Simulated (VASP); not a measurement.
KBr, 4 atoms in the cell. Symmetry: Pmma, No. 51, orthorhombic system. The conventional cell has a = 7.469 Å, b = 3.734 Å, c = 3.734 Å, α = 90.00°, β = 90.00°, γ = 90.00°. K (site symmetry 2/m) has 8 Br at 3.11 to 3.36 Å and 6 K at 3.73 Å within 4.1 Å. Within 4.1 Å of Br (site symmetry mm2) lie 8 K at 3.11 to 3.36 Å and 6 Br at 3.73 to 3.76 Å.  This cell differs from its parent crystal: atoms displaced along a vibrational mode, the cell strained.

```yaml
Program: VASP 6.6.1
Task: single point
Functional: LDA
Potentials_or_basis: VASP PAW LDA potentials, release 64 (K_sv, Br)
Cutoff: 520 eV
k_mesh: 6 × 6 × 4
Occupations: gaussian, width 0.05 eV
Spin: no spin polarisation
Dipole_correction: no
Further_INCAR_settings: ALGO = Normal; EDIFF = 1e-06; NBANDS = 24
```

Potentials or basis: VASP PAW LDA potentials, release 64 (K_sv, Br).

Launch:

```sh
$ cat potpaw_LDA.64/K_sv/POTCAR potpaw_LDA.64/Br/POTCAR > POTCAR
$ mpirun -np 1 vasp_std > vasp.out
```

Hardware: 1 thread of Intel(R) Xeon(R) Platinum 8259CL CPU @ 2.50GHz (Skylake/Cascade Lake), with other jobs on the host.

Problem. How long does it take, and how much memory?

Solution. Run time: 93 s on 1 thread of Intel(R) Xeon(R) Platinum 8259CL CPU @ 2.50GHz (Skylake/Cascade Lake), on a shared host, peak memory 0.23 GiB. Counts: scf iterations 12, k points 48.
